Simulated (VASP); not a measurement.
# Al in VASP: single point with PBE

Aim: the single point of Al with PBE.

Program: VASP 6.6.1. These are calculated values, not measurements. Logs are shortened: lines on timing, memory, paths and dates and some standing lists are left out, and cuts for length are marked.

### 1 The cell of the first run

The cell holds a slab with vacuum, 26 atoms: a = 17.146 Å, b = 2.858 Å, c = 20.083 Å, α = 90.00°, β = 90.00°, γ = 90.00°.

### 2 Single point, PBE

Contents of INCAR:

```
SYSTEM = Al
PREC     = Accurate       ! precision mode
ENCUT    = 520            ! plane-wave cutoff, eV
EDIFF    = 1E-7           ! SCF threshold, eV
ISMEAR   = 0              ! smearing method
SIGMA    = 0.1            ! smearing width, eV
LREAL    = Auto         
LASPH    = .TRUE.         ! aspherical terms in the spheres
NELM     = 100            ! most SCF steps
ALGO     = Normal         ! electronic algorithm
ISIF     = 2              ! what is computed and relaxed
LWAVE    = .FALSE.        ! write WAVECAR
LCHARG   = .FALSE.        ! write CHGCAR
LDIPOL   = .TRUE.       
IDIPOL   = 3            
DIPOL    = 0.5 0.5 0.245
GGA      = PE             ! functional
NBANDS   = 58             ! bands
```

Contents of KPOINTS:

```
regular mesh
0
G
  2 12 1
  0 0 0
```

Contents of POSCAR:

```
Al
1.0
   17.1464492138      0.0000000000      0.0000000000
    0.0000000000      2.8577415356      0.0000000000
    0.0000000000      0.0000000000     20.0829136749
Al
26
Direct
    0.0000000000      0.0000000000      0.0746903574
    0.0833333333      0.5000000000      0.1753096426
    0.1666666667      1.0000000000      0.0746903574
    0.2500000000      0.5000000000      0.1753096426
    0.3333333333      1.0000000000      0.0746903574
    0.4166666667      0.5000000000      0.1753096426
    0.5000000000      1.0000000000      0.0746903574
    0.5833333333      0.5000000000      0.1753096426
    0.6666666667      1.0000000000      0.0746903574
    0.7500000000      0.5000000000      0.1753096426
    0.8333333333      0.0000000000      0.0746903574
    0.9166666667      0.5000000000      0.1753096426
   -0.0004944547      0.0000000000      0.2763584164
    0.0833333333      0.5000000000      0.3732908908
    0.1671611214      1.0000000000      0.2763584164
    0.2516284038      0.5000000000      0.3822580867
    0.3313347773      1.0000000000      0.2761191704
    0.4164300423      0.5000000000      0.3761923220
    0.4995174994      1.0000000000      0.2748684322
    0.5833333333      0.5000000000      0.3764469834
    0.6671491672      1.0000000000      0.2748684322
    0.7502366244      0.5000000000      0.3761923220
    0.8353318894      0.0000000000      0.2761191704
    0.9150382629      0.5000000000      0.3822580867
    0.0033758631      0.0000000000      0.4777311865
    0.1632908036      1.0000000000      0.4777311865
```

Potentials or basis: VASP PAW PBE potentials, release 64 (Al).

Run with:

```
$ cat potpaw_PBE.64/Al/POTCAR > POTCAR
$ mpirun -np 1 vasp_std > vasp.out
```

OUTCAR:

```text
SYSTEM = Al
   PREC = Accurate
   ENCUT = 520
   EDIFF = 1E-7
   ISMEAR = 0
   LREAL = Auto
   LASPH = .TRUE.
   NELM = 100
   ISIF = 2
   GGA = PE

 ion  position               nearest neighbor table
   1  0.000  0.000  0.075-   2 2.86  12 2.86   2 2.86  12 2.86  11 2.86   3 2.86
   2  0.083  0.500  0.175-  12 2.86   1 2.86   1 2.86   3 2.86   3 2.86   4 2.86  13 2.87  13 2.87
                            15 2.87  15 2.87
   3  0.167  0.000  0.075-   5 2.86   4 2.86   4 2.86   2 2.86   2 2.86   1 2.86
   4  0.250  0.500  0.175-  17 2.84  17 2.84   3 2.86   3 2.86   5 2.86   5 2.86   2 2.86   6 2.86
                            15 2.86  15 2.86
   5  0.333  0.000  0.075-   3 2.86   4 2.86   4 2.86   6 2.86   6 2.86   7 2.86
   6  0.417  0.500  0.175-  19 2.84  19 2.84   8 2.86   7 2.86   7 2.86   5 2.86   5 2.86   4 2.86
                            17 2.88  17 2.88
   7  0.500  0.000  0.075-   6 2.86   8 2.86   6 2.86   8 2.86   5 2.86   9 2.86
   8  0.583  0.500  0.175-  19 2.85  19 2.85  21 2.85  21 2.85   6 2.86   7 2.86   7 2.86   9 2.86
                             9 2.86  10 2.86
   9  0.667  0.000  0.075-  11 2.86  10 2.86  10 2.86   8 2.86   8 2.86   7 2.86
  10  0.750  0.500  0.175-  21 2.84  21 2.84   9 2.86   9 2.86  11 2.86  11 2.86   8 2.86  12 2.86
                            23 2.88  23 2.88
  11  0.833  0.000  0.075-   9 2.86  10 2.86  10 2.86  12 2.86  12 2.86   1 2.86
  12  0.917  0.500  0.175-  23 2.84  23 2.84   2 2.86   1 2.86   1 2.86  11 2.86  11 2.86  10 2.86
[... 9 lines left out ...]
  17  0.331  0.000  0.276-  15 2.81   4 2.84   4 2.84  18 2.87  18 2.87   6 2.88   6 2.88  19 2.88
                            16 2.91  16 2.91
  18  0.416  0.500  0.376-  16 2.83  20 2.86  17 2.87  17 2.87  19 2.87  19 2.87
  19  0.500  0.000  0.275-   6 2.84   6 2.84   8 2.85   8 2.85  18 2.87  18 2.87  21 2.87  20 2.88
                            20 2.88  17 2.88
  20  0.583  0.500  0.376-  18 2.86  22 2.86  19 2.88  19 2.88  21 2.88  21 2.88
  21  0.667  0.000  0.275-  10 2.84  10 2.84   8 2.85   8 2.85  22 2.87  22 2.87  19 2.87  20 2.88
                            20 2.88  23 2.88
  22  0.750  0.500  0.376-  24 2.83  20 2.86  23 2.87  23 2.87  21 2.87  21 2.87
  23  0.835  0.000  0.276-  13 2.81  12 2.84  12 2.84  22 2.87  22 2.87  10 2.88  10 2.88  21 2.88
                            24 2.91  24 2.91
  24  0.915  0.500  0.382-  22 2.83  25 2.83  25 2.83  14 2.89  23 2.91  23 2.91  13 2.94  13 2.94

  25  0.003  0.000  0.478-  26 2.74  24 2.83  24 2.83  14 2.88  14 2.88
  26  0.163  0.000  0.478-  25 2.74  16 2.83  16 2.83  14 2.88  14 2.88

  LATTYP: Found a simple orthorhombic cell.
 ALAT       =     2.8577415356
 B/A-ratio  =     6.0000000001
 C/A-ratio  =     7.0275472518

  Lattice vectors:

 A1 = (   0.0000000000,  -2.8577415356,   0.0000000000)
 A2 = (  17.1464492138,   0.0000000000,   0.0000000000)
 A3 = (   0.0000000000,   0.0000000000,  20.0829136749)

Analysis of symmetry for initial positions (statically):
=====================================================================
 Subroutine PRICEL returns:
 Original cell was already a primitive cell.

 Routine SETGRP: Setting up the symmetry group for a
 simple orthorhombic supercell.

 Subroutine GETGRP returns: Found  4 space group operations
 (whereof  2 operations were pure point group operations)
 out of a pool of  8 trial point group operations.

The static configuration has the point symmetry C_1h.
 The point group associated with its full space group is C_2v.

Analysis of symmetry for dynamics (positions and initial velocities):
=====================================================================
 Subroutine PRICEL returns:
 Original cell was already a primitive cell.

 Routine SETGRP: Setting up the symmetry group for a
 simple orthorhombic supercell.

 Subroutine GETGRP returns: Found  4 space group operations
 (whereof  2 operations were pure point group operations)
 out of a pool of  8 trial point group operations.

The dynamic configuration has the point symmetry C_1h.
 The point group associated with its full space group is C_2v.

 Subroutine INISYM returns: Found  4 space group operations
 (whereof  2 operations are pure point group operations),
 and found     1 'primitive' translations

----------------------------------------------------------------------------------------

                                     Primitive cell

  volume of cell :     984.0652

  direct lattice vectors                    reciprocal lattice vectors
    17.146449214  0.000000000  0.000000000     0.058321113  0.000000000  0.000000000
     0.000000000  2.857741536  0.000000000     0.000000000  0.349926677  0.000000000
     0.000000000  0.000000000 20.082913675     0.000000000  0.000000000  0.049793572

  length of vectors
    17.146449214  2.857741536 20.082913675     0.058321113  0.349926677  0.049793572

  position of ions in fractional coordinates (direct lattice)
[... 68 lines left out ...]
     0.000000000  0.029160556  0.000000000     0.000000000  0.083333333  0.000000000
     0.000000000  0.000000000  0.049793572     0.000000000  0.000000000  1.000000000

  Length of vectors
     0.029160556  0.029160556  0.049793572

  Shift w.r.t. Gamma in fractional coordinates (k-lattice)
     0.000000000  0.000000000  0.000000000

 Subroutine IBZKPT returns following result:
 ===========================================

 Found     14 irreducible k-points:

 Following reciprocal coordinates:
            Coordinates               Weight
  0.000000  0.000000  0.000000      1.000000
  0.500000  0.000000  0.000000      1.000000
  0.000000  0.083333  0.000000      2.000000
  0.500000  0.083333  0.000000      2.000000
  0.000000  0.166667  0.000000      2.000000
  0.500000  0.166667  0.000000      2.000000
  0.000000  0.250000  0.000000      2.000000
  0.500000  0.250000  0.000000      2.000000
  0.000000  0.333333  0.000000      2.000000
  0.500000  0.333333  0.000000      2.000000
  0.000000  0.416667  0.000000      2.000000
  0.500000  0.416667  0.000000      2.000000
  0.000000  0.500000  0.000000      1.000000
  0.500000  0.500000  0.000000      1.000000
   k-points           NKPTS =     14   k-points in BZ     NKDIM =     14   number of bands    NBANDS=     58
   number of dos      NEDOS =    301   number of ions     NIONS =     26
   total plane-waves  NPLWV = 460800
   dimension x,y,z NGX =   128 NGY =   24 NGZ =  150
   dimension x,y,z NGXF=   256 NGYF=   48 NGZF=  300
   ions per type =              26
   NGX,Y,Z   is equivalent  to a cutoff of  12.41, 13.96, 12.42 a.u.
   NGXF,Y,Z  is equivalent  to a cutoff of  24.82, 27.92, 24.83 a.u.
 SYSTEM =  Al
   PREC   = accura    normal or accurate (medium, high low for compatibility)
   ISTART =      0    job   : 0-new  1-cont  2-samecut
   ICHARG =      2    charge: 1-file 2-atom 10-const
   ISPIN  =      1    spin polarized calculation?
   LNONCOLLINEAR =      F non collinear calculations
   LSORBIT =      F    spin-orbit coupling
   LASPH  =      T    aspherical Exc in radial PAW
   ENCUT  =  520.0 eV  38.22 Ry    6.18 a.u.  31.88  5.31 37.34*2*pi/ulx,y,z
   NELM   =    100;   NELMIN=  2; NELMDL= -5     # of ELM steps
   EDIFF  = 0.1E-06   stopping-criterion for ELM
   LREAL  =      T    real-space projection
   EDIFFG = 0.1E-05   stopping-criterion for IOM
   NSW    =      0    number of steps for IOM
   IBRION =     -1    ionic relax: 0-MD 1-quasi-New 2-CG
   NFREE  =      0    steps in history (QN), initial steepest desc. (CG)
   ISIF   =      2    stress and relaxation
   ISYM   =      2    0-nonsym 1-usesym 2-fastsym
   POTIM  = 0.5000    time-step for ionic-motion
   TEBEG  =    0.0;   TEEND  =   0.0 temperature during run
   PSTRESS=    0.0 pullay stress
   NELECT =      78.0000    total number of electrons
   NUPDOWN=      -1.0000    fix difference up-down
   EMIN   =  10.00;   EMAX   =-10.00  energy-range for DOS
   EFERMI =   0.00;   METHOD = LEGACY
   ISMEAR =     0;   SIGMA  =   0.10  broadening in eV -4-tet -1-fermi 0-gaus
   EFERMI_NEDOS =   21; number of points for ismear=-14 and -15
   IALGO  =     38    algorithm
   IMIX   =      4    mixing-type and parameters
     AMIX     =   0.40;   BMIX     =  1.00
     AMIX_MAG =   1.60;   BMIX_MAG =  1.00
  volume/ion in A,a.u.               =      37.85       255.42
  Fermi-wavevector in a.u.,A,eV,Ry     =   0.703232  1.328915  6.728554  0.494535
  Thomas-Fermi vector in A             =   1.788147
   LORBIT       =      0    0 simple, 1 ext, 2 COOP (PROOUT), +10 PAW based schemes
   GGA     = PE    functional components
   LHFCALC =     F    Hartree Fock is set to
   AEXX    =    0.0000 exact exchange contribution
   IVDW    =     0    specifies the selected vdW correction
   LEPSILON=     F    determine dielectric tensor
   LRPA    =     F    only Hartree local field effects (RPA)
 non-spin polarized calculation
 Gauss-broadening in eV      SIGMA  =   0.10
  energy-cutoff  :      520.00
  volume of cell :      984.07
 maximum number of plane-waves:     26587
 NGX is ok and might be reduce to   128
   NGX = 63   NGY = 11   NGZ = 75

 dipolmoment           0.000000      0.000000      0.142983 electrons x Angstroem

 number of electron      78.0000000 magnetization

 dipolmoment           0.000000      0.000000     -0.010814 electrons x Angstroem

 Free energy of the ion-electron system (eV)
  ---------------------------------------------------
  ext. energy  EPLUGINS =         0.00000000
  ---------------------------------------------------
  free energy    TOTEN  =       -91.44972621 eV

  energy without entropy =      -91.39208593  energy(sigma->0) =      -91.42090607

 E-fermi :   1.1145     XC(G=0):  -5.4604

 val. band max:        1.1074312576   @ k =   0.0000   0.5000   0.0000
 cond. band min:       1.1146958207   @ k =   0.5000   0.5000   0.0000
 fundamental gap:      0.0072645631
 Fermi energy:         1.1145402567

 k-point     1 :       0.0000    0.0000    0.0000
  band No.  band energies     occupation
      1      -9.5181      2.00000
      2      -9.0535      2.00000
      3      -8.9853      2.00000
      4      -8.3999      2.00000
      5      -7.8450      2.00000
      6      -7.7083      2.00000
[... 745 lines left out ...]
     50       2.2075      0.00000
     51       2.2404      0.00000
 [bands above 51 left out]

------------------------ aborting loop because EDIFF is reached ----------------------------------------

 vacuum level on the upper side and lower side of the slab       (xc-potential included)        -0.257        -0.148

  FORCE on cell =-STRESS in cart. coord.  units (eV):
  Direction    XX          YY          ZZ          XY          YZ          ZX
  --------------------------------------------------------------------------------------
  -------------------------------------------------------------------------------------
  Total       -8.5273855    -10.6859758      1.0147909      0.0000000      0.0000000      0.0000000
  in kB      -13.8836166    -17.3980632      1.6522025      0.0000000      0.0000000      0.0000000
  external PRESSURE =      -9.8764924 kB  Pullay stress =       0.0000000 kB

 VOLUME and BASIS-vectors are now :
 -----------------------------------------------------------------------------
  energy-cutoff  :      520.00
  volume of cell :      984.07
      direct lattice vectors                 reciprocal lattice vectors
    17.146449214  0.000000000  0.000000000     0.058321113  0.000000000  0.000000000
     0.000000000  2.857741536  0.000000000     0.000000000  0.349926677  0.000000000
     0.000000000  0.000000000 20.082913675     0.000000000  0.000000000  0.049793572

 POSITION                                       TOTAL-FORCE (eV/Angst)
 -----------------------------------------------------------------------------------
      0.00000      0.00000      1.50000         0.033208      0.000000     -0.058872
      1.42887      1.42887      3.52073        -0.000000      0.000000      0.150795
      2.85774      0.00000      1.50000        -0.033208      0.000000     -0.058872
      4.28661      1.42887      3.52073         0.018059      0.000000      0.073617
      5.71548      0.00000      1.50000         0.041678      0.000000     -0.060790
      7.14435      1.42887      3.52073        -0.027832      0.000000      0.089512
[... 18 lines left out ...]
      0.05788      0.00000      9.59423        -0.002071      0.000000      0.004030
      2.79986      0.00000      9.59423         0.002071      0.000000      0.004030
 -----------------------------------------------------------------------------------
    total drift:                                0.000034     -0.000000     -0.014136

  FREE ENERGIE OF THE ION-ELECTRON SYSTEM (eV)
  ---------------------------------------------------
  free  energy   TOTEN  =       -91.4497262095 eV

  energy  without entropy=      -91.3920859341  energy(sigma->0) =      -91.42090607

 vacuum level on the upper side and lower side of the slab         5.160         5.273
```

It took 17 min on 1 thread of Intel Xeon 6975P-C (Granite Rapids), shared host; peak memory 1.1 GiB.

Results:

| Property | Result |
| --- | --- |
| Free energy | -91.4497 eV |
| Largest force | 0.151 eV/Å |
| Band gap on the k mesh | zero (bands 39 and 40 overlap by 0.91 eV) |

Forces on the atoms (eV/Å):
```
Al   0.033  0.000 -0.059
Al   0.000  0.000  0.151
Al  -0.033  0.000 -0.059
Al   0.018  0.000  0.074
Al   0.042  0.000 -0.061
Al  -0.028  0.000  0.090
Al   0.002  0.000 -0.129
Al   0.000  0.000  0.029
Al  -0.002  0.000 -0.129
Al   0.028  0.000  0.090
Al  -0.042  0.000 -0.061
Al  -0.018  0.000  0.074
Al   0.003  0.000 -0.003
Al   0.000  0.000  0.004
Al  -0.003  0.000 -0.003
Al   0.000  0.000 -0.003
Al   0.003  0.000 -0.007
Al   0.001  0.000  0.003
Al   0.002  0.000 -0.004
Al   0.000  0.000  0.008
Al  -0.002  0.000 -0.004
Al  -0.001  0.000  0.003
Al  -0.003  0.000 -0.007
Al   0.000  0.000 -0.003
Al  -0.002  0.000  0.004
Al   0.002  0.000  0.004
```
